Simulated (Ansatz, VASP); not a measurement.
## Two plane-wave programs on CdSiN2

```
Cd N Si
1.0
     3.08935    0.00000    0.00000
     0.00000    3.08935    0.00000
     0.00000    0.00000   10.31588
Cd N Si
2 4 2
Direct
  0.50000 0.00000 0.86162
  0.00000 0.50000 0.13838
  0.50000 0.50000 0.00000
  0.00000 0.00000 0.32471
  0.50000 0.50000 0.50000
  0.00000 0.00000 0.67529
  0.50000 0.00000 0.39568
  0.00000 0.50000 0.60432
```

Alike in both runs: task single point; functional r2SCAN; k mesh 8 × 8 × 4; occupations fermi-dirac, width 0.02 eV; no spin polarisation.

|  | VASP | Ansatz |
| --- | --- | --- |
| version | VASP 6.6.1 | Ansatz 0.2.0 |
| potentials or method | VASP PAW PBE potentials, release 64 (Cd, N, Si) | plane waves, PAW |
| plane-wave cutoff (eV) | 520 | 500 |
| valence electrons in the cell | 52 | 68 |

```csv
,VASP,Ansatz,Ansatz less VASP
pressure (GPa),1.1,0.1,-0.97
rms of the force components (eV/Å),0.049,0.005,-0.0442
```

VASP's potentials were made for PBE, not for r2SCAN. VASP's potentials hold 52 valence electrons a cell and Ansatz's 68, so a difference there can come from the potentials and not from the codes.
